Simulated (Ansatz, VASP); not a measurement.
**One calculation of TiAl, two programs**

```xyz
2
Lattice="2.8254 0.0000 0.0000 0.0000 2.8254 0.0000 0.0000 0.0000 4.0654" Properties=species:S:1:pos:R:3 pbc="T T T"
Ti    1.4127    1.4127    2.0327
Al    0.0000    0.0000    0.0000
```

Alike in both runs: functional PBE; k mesh 12 × 12 × 10; occupations gaussian, width 0.1 eV; no spin polarisation.

Ansatz relaxed the structure, and its values are those at the end. VASP's run is a single point on that final structure, the one shown.

```csv
,VASP,Ansatz
version,VASP 6.6.1,Ansatz 0.2.0
potentials or method,"VASP PAW PBE potentials, release 64 (Ti_sv, Al), cutoff 520 eV","scalar-relativistic, plane waves, PAW"
valence electrons in the cell,15,15
```

|  | VASP | Ansatz | Ansatz less VASP |
| --- | --- | --- | --- |
| gap on the k mesh at the Fermi level (eV) | none | none | - |
| pressure (GPa) | 0.0 | 0.0 | +0.02 |

A gap of «none» marks a metal or a gap that the smearing closes.
